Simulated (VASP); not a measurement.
A run of VASP 6.6.1 is set up as follows.

The input INCAR:

```
SYSTEM = Si6O11
PREC     = Accurate       ! precision mode
ENCUT    = 520            ! plane-wave cutoff, eV
EDIFF    = 1E-7           ! SCF threshold, eV
ISMEAR   = 0              ! smearing method
SIGMA    = 0.05           ! smearing width, eV
LREAL    = Auto         
LASPH    = .True.         ! aspherical terms in the spheres
NELM     = 60             ! most SCF steps
ALGO     = Normal         ! electronic algorithm
ISIF     = 2              ! what is computed and relaxed
LWAVE    = .False.        ! write WAVECAR
LCHARG   = .False.        ! write CHGCAR
GGA      = PE             ! functional
IVDW     = 12             ! dispersion correction
NELECT   = 88.0         
NBANDS   = 59             ! bands
```

The input KPOINTS:

```
Automatic mesh
0
Gamma
  4 4 2
  0 0 0
```

File POSCAR:

```
Si6O11
1.0
   -2.4573906087      4.2563253884      0.0000000000
    0.0000000000      0.0000000000      5.4210324304
    7.3721718262      4.2563253883      0.0000000000
Si O
6 11
Direct
    0.7669799462      0.6666666667      0.2330200538
    0.2669799462      0.6666666667      0.7330200538
    0.9660401075      0.3333333333      0.5000000000
    0.4660401075      0.3333333333      0.0000000000
    0.2669799462      0.0000000000      0.2669799462
    0.7669799462      0.0000000000      0.7669799462
    0.2730030153      0.2203350802      0.1370425925
    0.7730030153      0.2203350802      0.6370425925
    0.0690623811      0.8870017469      0.7949771961
    0.6579346037      0.5536684135      0.0679802114
    0.1579346037      0.5536684135      0.5679802114
    0.0690623811      0.7796649198      0.2050228039
    0.5690623811      0.7796649198      0.7050228039
    0.4288201966     -0.0794646168      0.3945502877
    0.6579346037      0.1129982531      0.9320197886
    0.7730030153      0.4463315865      0.3629574075
    0.2730030153      0.4463315865      0.8629574075
```

Potentials or basis: VASP PAW PBE potentials, release 64 (Si, O).

The run is started by

```bash
$ cat potpaw_PBE.64/Si/POTCAR potpaw_PBE.64/O/POTCAR > POTCAR
$ mpirun -np 1 vasp_std > vasp.out
```

Problem. Estimate the dispersion energy per atom.

Solution. -0.143 eV.

Problem. What does it give for the largest force?

Solution. 11.782 eV/Å.

Forces on the atoms (eV/Å):
```
Si  -1.418  0.090 -1.699
Si   0.973  1.493  0.369
Si   3.392  0.135  3.038
Si  -1.728 -1.436 -0.140
Si  -5.751 -9.823  3.042
Si   0.946  0.386 -1.488
O    2.107  0.630 -1.149
O   -2.051 -0.053  0.218
O   -0.360 -0.199  0.026
O    1.307  1.168  1.704
O   -1.348 -1.374 -1.614
O    1.115 -1.430  0.732
O   -0.133  0.060  0.022
O    2.396 10.007 -2.854
O    0.517  0.184  0.404
O   -0.148 -0.034 -0.448
O    0.184  0.197 -0.163
```

Caveat: the k points lie up to 0.37 Å⁻¹ apart; the cell carries a net charge on a neutralising background, which shifts energy and pressure; the cell differs from its parent crystal (atoms taken out, atom 14 moved 0.625 of the way to it and +0.500 Å across, host rigid).
